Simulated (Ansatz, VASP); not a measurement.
## BaTiO3 in VASP and in Ansatz

```
Ba Ti O
1.0
     3.85846    0.00000    0.00000
     0.00000    3.85846    0.00000
     0.00000    0.00000    4.01928
Ba Ti O
1 1 3
Direct
  0.00000 0.00000 0.00000
  0.50000 0.50000 0.50000
  0.50000 0.50000 0.00000
  0.50000 0.00000 0.50000
  0.00000 0.50000 0.50000
```

Change from the starting cell: strain -0.040 along x and y, +0.000 along z, atoms carried along.

Alike in both runs: task single point; functional PBE; k mesh 8 × 8 × 8; occupations gaussian, width 0.05 eV; no spin polarisation.

|  | VASP | Ansatz |
| --- | --- | --- |
| version | VASP 6.6.1 | Ansatz 0.2.0 |
| potentials or method | VASP PAW PBE potentials, release 64 (Ba_sv, Ti_sv, O), cutoff 520 eV | scalar-relativistic, plane waves, PAW |
| valence electrons in the cell | 40 | 40 |

```tsv
	VASP	Ansatz	Ansatz less VASP
gap on the k mesh at the Fermi level (eV)	1.79	1.86	+0.072
least direct gap on the mesh (eV)	1.90	1.94	+0.033
pressure (GPa)	18.8	16.5	-2.33
traceless stress, the component that is largest in VASP (GPa)	-7.06	-6.83	+0.234
```

Spin-orbit coupling is off throughout.
